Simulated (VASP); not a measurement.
# C (I-4m2) in VASP: notebook, part 3 of 3

VASP 6.6.1. Earlier steps stand in the parts before.

### Step 5. Relaxation of cell and atoms, PBE

This run uses another cell than the first one, of 6.50 Å³/atom, 1.065 times its volume.

INCAR

```
ALGO = Normal
EDIFF = 1E-6
EDIFFG = -0.01
ENCUT = 600
GGA = PE
IBRION = 2
ISIF = 3
ISMEAR = 0
LASPH = True
LCHARG = False
LREAL = False
LWAVE = False
NELM = 80
NSW = 100
PREC = Accurate
SIGMA = 0.1
```

KPOINTS

```
k-points
0
Gamma
  26 26 26
```

POSCAR

```
C
1.0
   -1.2305698942      1.2305698942      3.2176560328
    1.2305698942     -1.2305698942      3.2176560328
    1.2305698942      1.2305698942     -3.2176560328
C
3
Direct
    0.3876994353      0.3876994353      0.0000000000
    0.7500000000      0.2500000000      0.5000000000
    0.6123005647      0.6123005647      0.0000000000
```

Potentials or basis: VASP PAW PBE potentials, release 64 (C).

Started as:

```sh
$ cat potpaw_PBE.64/C/POTCAR > POTCAR
$ mpirun -np 1 vasp_std > vasp.out
```

OUTCAR:

```text
EDIFF = 1E-6
   EDIFFG = -0.01
   ENCUT = 600
   GGA = PE
   IBRION = 2
   ISIF = 3
   ISMEAR = 0
   LASPH = True
   LREAL = False
   NELM = 80
   NSW = 100
   PREC = Accurate

 ion  position               nearest neighbor table
   1  0.388  0.388  0.000-   3 1.45   2 1.52   2 1.52
   2  0.750  0.250  0.500-   1 1.52   3 1.52   1 1.52   3 1.52
   3  0.612  0.612  0.000-   1 1.45   2 1.52   2 1.52

  LATTYP: Found a body centered tetragonal cell.
 ALAT       =     2.4611397884
 C/A-ratio  =     2.6147690172

  Lattice vectors:

 A1 = (  -1.2305698942,   1.2305698942,   3.2176560328)
 A2 = (   1.2305698942,  -1.2305698942,   3.2176560328)
 A3 = (   1.2305698942,   1.2305698942,  -3.2176560328)

Analysis of symmetry for initial positions (statically):
=====================================================================
 Subroutine PRICEL returns:
 Original cell was already a primitive cell.

 Routine SETGRP: Setting up the symmetry group for a
 body centered tetragonal supercell.

 Subroutine GETGRP returns: Found  8 space group operations
 (whereof  8 operations were pure point group operations)
 out of a pool of 16 trial point group operations.

The static configuration has the point symmetry D_2d.

Analysis of symmetry for dynamics (positions and initial velocities):
=====================================================================
 Subroutine PRICEL returns:
 Original cell was already a primitive cell.

 Routine SETGRP: Setting up the symmetry group for a
 body centered tetragonal supercell.

 Subroutine GETGRP returns: Found  8 space group operations
 (whereof  8 operations were pure point group operations)
 out of a pool of 16 trial point group operations.

The dynamic configuration has the point symmetry D_2d.

 Subroutine INISYM returns: Found  8 space group operations
 (whereof  8 operations are pure point group operations),
 and found     1 'primitive' translations

----------------------------------------------------------------------------------------

                                     Primitive cell

  volume of cell :      19.4900

  direct lattice vectors                    reciprocal lattice vectors
    -1.230569894  1.230569894  3.217656033     0.000000000  0.406315807  0.155392620
     1.230569894 -1.230569894  3.217656033     0.406315807  0.000000000  0.155392620
     1.230569894  1.230569894 -3.217656033     0.406315807  0.406315807  0.000000000

  length of vectors
     3.658129970  3.658129970  3.658129970     0.435016553  0.435016553  0.574617325

  position of ions in fractional coordinates (direct lattice)
     0.387699435  0.387699435  0.000000000
     0.750000000  0.250000000  0.500000000
     0.612300565  0.612300565  0.000000000

  ion indices of the primitive-cell ions
   primitive index   ion index
                 1           1
                 2           2
                 3           3

----------------------------------------------------------------------------------------

 KPOINTS: k-points

Automatic generation of k-mesh.
 Grid dimensions read from file:
[... 53 lines left out ...]
   NGX,Y,Z   is equivalent  to a cutoff of  13.63, 13.63, 13.63 a.u.
   NGXF,Y,Z  is equivalent  to a cutoff of  27.27, 27.27, 27.27 a.u.
 SYSTEM =  unknown system
   PREC   = accura    normal or accurate (medium, high low for compatibility)
   ISTART =      0    job   : 0-new  1-cont  2-samecut
   ICHARG =      2    charge: 1-file 2-atom 10-const
   ISPIN  =      1    spin polarized calculation?
   LNONCOLLINEAR =      F non collinear calculations
   LSORBIT =      F    spin-orbit coupling
   LASPH  =      T    aspherical Exc in radial PAW
   ENCUT  =  600.0 eV  44.10 Ry    6.64 a.u.   7.31  7.31  7.31*2*pi/ulx,y,z
   NELM   =     80;   NELMIN=  2; NELMDL= -5     # of ELM steps
   EDIFF  = 0.1E-05   stopping-criterion for ELM
   LREAL  =      F    real-space projection
   EDIFFG = -.1E-01   stopping-criterion for IOM
   NSW    =    100    number of steps for IOM
   IBRION =      2    ionic relax: 0-MD 1-quasi-New 2-CG
   NFREE  =      1    steps in history (QN), initial steepest desc. (CG)
   ISIF   =      3    stress and relaxation
   ISYM   =      2    0-nonsym 1-usesym 2-fastsym
   POTIM  = 0.5000    time-step for ionic-motion
   TEBEG  =    0.0;   TEEND  =   0.0 temperature during run
   PSTRESS=    0.0 pullay stress
   NELECT =      12.0000    total number of electrons
   NUPDOWN=      -1.0000    fix difference up-down
   EMIN   =  10.00;   EMAX   =-10.00  energy-range for DOS
   EFERMI =   0.00;   METHOD = LEGACY
   ISMEAR =     0;   SIGMA  =   0.10  broadening in eV -4-tet -1-fermi 0-gaus
   EFERMI_NEDOS =   21; number of points for ismear=-14 and -15
   IALGO  =     38    algorithm
   IMIX   =      4    mixing-type and parameters
     AMIX     =   0.40;   BMIX     =  1.00
     AMIX_MAG =   1.60;   BMIX_MAG =  1.00
  volume/ion in A,a.u.               =       6.50        43.84
  Fermi-wavevector in a.u.,A,eV,Ry     =   1.392722  2.631863 26.390885  1.939675
  Thomas-Fermi vector in A             =   2.516438
   LORBIT       =      0    0 simple, 1 ext, 2 COOP (PROOUT), +10 PAW based schemes
   GGA     = PE    functional components
   LHFCALC =     F    Hartree Fock is set to
   AEXX    =    0.0000 exact exchange contribution
   IVDW    =     0    specifies the selected vdW correction
   LEPSILON=     F    determine dielectric tensor
   LRPA    =     F    only Hartree local field effects (RPA)
 conjugate gradient relaxation of ions
 non-spin polarized calculation
 Gauss-broadening in eV      SIGMA  =   0.10
  energy-cutoff  :      600.00
  volume of cell :       19.49
 maximum number of plane-waves:       667
 NGX is ok and might be reduce to    30
   NGX = 15   NGY = 15   NGZ = 15

--------------------------------------- Ionic step        1  -------------------------------------------

 number of electron      12.0000000 magnetization

 Free energy of the ion-electron system (eV)
  ---------------------------------------------------
  ext. energy  EPLUGINS =         0.00000000
  ---------------------------------------------------
  free energy    TOTEN  =       -25.03527285 eV

  energy without entropy =      -25.03264368  energy(sigma->0) =      -25.03395827

------------------------ aborting loop because EDIFF is reached ----------------------------------------

  FORCE on cell =-STRESS in cart. coord.  units (eV):
  Direction    XX          YY          ZZ          XY          YZ          ZX
  --------------------------------------------------------------------------------------
  -------------------------------------------------------------------------------------
  Total        0.0174132      0.0174132      0.0446994      0.0000000      0.0000000      0.0000000
  in kB        1.4314542      1.4314542      3.6745138      0.0000000      0.0000000      0.0000000
  external PRESSURE =       2.1791407 kB  Pullay stress =       0.0000000 kB
[... 61 lines left out ...]
--------------------------------------- Ionic step        3  -------------------------------------------

 number of electron      12.0000000 magnetization

 Free energy of the ion-electron system (eV)
  ---------------------------------------------------
  ext. energy  EPLUGINS =         0.00000000
  ---------------------------------------------------
  free energy    TOTEN  =       -25.03528379 eV

  energy without entropy =      -25.03265572  energy(sigma->0) =      -25.03396975

 E-fermi :   7.9214     XC(G=0): -12.5151

 val. band max:        7.9163628096   @ k =  -0.3846   0.3846   0.1154
 cond. band min:       7.9252965370   @ k =  -0.1154  -0.2692   0.0769
 fundamental gap:      0.0089337275
 Fermi energy:         7.9213863900

 k-point     1 :       0.0000    0.0000    0.0000
  band No.  band energies     occupation
      1     -12.5816      2.00000
      2      -2.5099      2.00000
      3      -1.6607      2.00000
      4       4.3509      2.00000
      5       4.3509      2.00000
      6       9.0559      0.00000
      7       9.0559      0.00000
      8      13.7429      0.00000
      9      17.3694      0.00000
     10      18.7785      0.00000
[... 287 lines left out ...]
 k-point    24 :       0.3846    0.0385    0.0000
  band No.  band energies     occupation
      1      -9.5901      2.00000
      2      -5.1001      2.00000
      3      -2.0971      2.00000
      4       0.6879      2.00000
      5       4.7357      2.00000
      6       6.3591      2.00000
      7      10.9314      0.00000
      8      16.1766      0.00000
      9      17.7803      0.00000
     10      19.1951      0.00000

 [... further k-points ...]

------------------------ aborting loop because EDIFF is reached ----------------------------------------

  FORCE on cell =-STRESS in cart. coord.  units (eV):
  Direction    XX          YY          ZZ          XY          YZ          ZX
  --------------------------------------------------------------------------------------
  -------------------------------------------------------------------------------------
  Total        0.0090800      0.0090800      0.0014809      0.0000000      0.0000000      0.0000000
  in kB        0.7461409      0.7461409      0.1216927      0.0000000      0.0000000      0.0000000
  external PRESSURE =       0.5379915 kB  Pullay stress =       0.0000000 kB
[... 18 lines left out ...]
  FREE ENERGIE OF THE ION-ELECTRON SYSTEM (eV)
  ---------------------------------------------------
  free  energy   TOTEN  =       -25.0352837896 eV

  energy  without entropy=      -25.0326557166  energy(sigma->0) =      -25.03396975

 reached required accuracy - stopping structural energy minimisation
```

CONTCAR:

```text
C
   1.00000000000000
    -1.2306724816713153    1.2306724816713153    3.2183446059291230
     1.2306724816713153   -1.2306724816713153    3.2183446059291230
     1.2306724816713153    1.2306724816713153   -3.2183446059291230
  C
     3
Direct
     0.3876566631585950    0.3876566631585950    0.0000000000000000
     0.7500000000000000    0.2500000000000000    0.5000000000000000
     0.6123433368414050    0.6123433368414050    0.0000000000000000

  0.00000000E+00  0.00000000E+00  0.00000000E+00
  0.00000000E+00  0.00000000E+00  0.00000000E+00
  0.00000000E+00  0.00000000E+00  0.00000000E+00
```

Wall time 5.8 min (1 thread of Intel Xeon 6975P-C (Granite Rapids), shared host); peak memory 0.38 GiB.

What came out:

```yaml
Free_energy: -25.0353 eV
Relaxed_volume: 6.50 Å³/atom
Relaxed_cell: a = 3.659 Å, b = 3.659 Å, c = 3.659 Å, α = 140.69°, β = 140.69°, γ = 56.81°
Space_group_after_relaxing_to_0.05_Å: I-4m2 (No. 119)
Energy_gained_by_relaxing: 0.0 meV/atom
Ionic_steps: 3
Pressure_after_relaxing: 0.1 GPa
Largest_force_after_relaxing: 0.005 eV/Å
Band_gap_on_the_k_mesh: zero (band 6 reaches 13.32 eV, above the bottom of band 7 at 6.45 eV)
```

Forces on the atoms (eV/Å):
```
C    0.000  0.000  0.005
C    0.000  0.000  0.000
C    0.000  0.000 -0.005
```

Final structure:
```
CELL_PARAMETERS angstrom
-1.23067 1.23067 3.21834
1.23067 -1.23067 3.21834
1.23067 1.23067 -3.21834
ATOMIC_POSITIONS crystal
C 0.38766 0.38766 0.00000
C 0.75000 0.25000 0.50000
C 0.61234 0.61234 0.00000
```

### Step 6. Overview

| task | spin | cell | k mesh | cutoff (eV) | gap on the mesh (eV) | pressure (GPa) | moment (μB) | largest force (eV/Å) |
| --- | --- | --- | --- | --- | --- | --- | --- | --- |
| single point | collinear, ferromagnetic start | a = 3.498 Å, angles 138.9, 138.9, 59.5°, 3 atoms | 10 × 10 × 10 | 520 | none | 36.0 | 0.00 | 3.62 |
| single point | collinear, ferromagnetic start | a = 3.658 Å, angles 140.7, 140.7, 56.8°, 3 atoms | 10 × 10 × 10 | 520 | none | 0.6 | 0.00 | 0.01 |
| single point | off | a = 3.659 Å, angles 140.7, 140.7, 56.8°, 3 atoms | 26 × 26 × 26 | 520 | none | 0.6 | - | - |
| relaxation of cell and atoms | off | relaxed from a = 3.658 Å, angles 140.7, 140.7, 56.8°, 3 atoms | 26 × 26 × 26 | 600 | none | 0.1 | - | 0.01 |

Alike in all rows: level PBE; potentials or basis VASP PAW PBE potentials, release 64 (C); smearing gaussian 0.1 eV.

Caveats: some runs use coarse meshes; forces of over 1 eV/Å act on the atoms, so gaps and moduli don't describe the material at rest (some runs).

Absolute energies hang on the potentials; compare differences alone.
